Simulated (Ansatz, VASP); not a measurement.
# TaAs: VASP beside Ansatz

```
CELL_PARAMETERS angstrom
0.00000 3.27033 3.27033
3.27033 0.00000 3.27033
3.27033 3.27033 0.00000
ATOMIC_POSITIONS crystal
Ta 0.50000 0.50000 0.50000
Ta 0.75000 0.75000 0.75000
As 0.25000 0.25000 0.25000
As 0.00000 0.00000 0.00000
```

Alike in both runs: functional PBE; k mesh 5 × 5 × 5; occupations gaussian, width 0.2 eV; no spin polarisation.

Ansatz relaxed the structure, and its values are those at the end. VASP's run is a single point on that final structure, the one shown.

```csv
,VASP,Ansatz
version,VASP 6.6.1,Ansatz 0.2.0
potentials or method,"VASP PAW PBE potentials, release 64 (Ta_pv, As), cutoff 500 eV","scalar-relativistic, plane waves, PAW"
valence electrons in the cell,32,56
```

VASP gave:

```
gap on the k mesh at the Fermi level (eV) : none
pressure (GPa)                            : 0.2
```

Task: Estimate Ansatz's values.

Result: gap on the k mesh at the Fermi level (eV): none; pressure (GPa): 0.0.

A gap of «none» marks a metal or a gap that the smearing closes. VASP's potentials hold 32 valence electrons a cell and Ansatz's 56, so a difference there can come from the potentials and not from the codes.

Neither program's run includes spin-orbit coupling.
